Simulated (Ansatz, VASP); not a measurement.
**Two plane-wave programs on Si2Ni**

```
Si Ni
1.0
     0.00000    2.73169    2.73169
     2.73169    0.00000    2.73169
     2.73169    2.73169    0.00000
Si Ni
2 1
Direct
  0.25000 0.25000 0.25000
  0.75000 0.75000 0.75000
  0.00000 0.00000 0.00000
```

Alike in both runs: task single point; functional revPBE; k mesh 8 × 8 × 8; occupations gaussian, width 0.05 eV; collinear spin.

```csv
,VASP,Ansatz
version,VASP 6.6.1,Ansatz 0.2.0
potentials or method,"VASP PAW PBE potentials, release 64 (Si, Ni), cutoff 520 eV","scalar-relativistic, plane waves, PAW"
valence electrons in the cell,18,26
```

```csv
,VASP,Ansatz,Ansatz less VASP
gap on the k mesh at the Fermi level (eV),none,none,-
pressure (GPa),0.3,0.3,+0.06
net moment per atom (μB),0.00,0.00,0.000
```

VASP's potentials were made for PBE, not for revPBE. A gap of «none» marks a metal or a gap that the smearing closes. With one functional, cell and mesh, what is left measures potentials, basis and numerics. VASP's potentials hold 18 valence electrons a cell and Ansatz's 26, so a difference there can come from the potentials and not from the codes. Ansatz's warnings: seeded moment not kept.
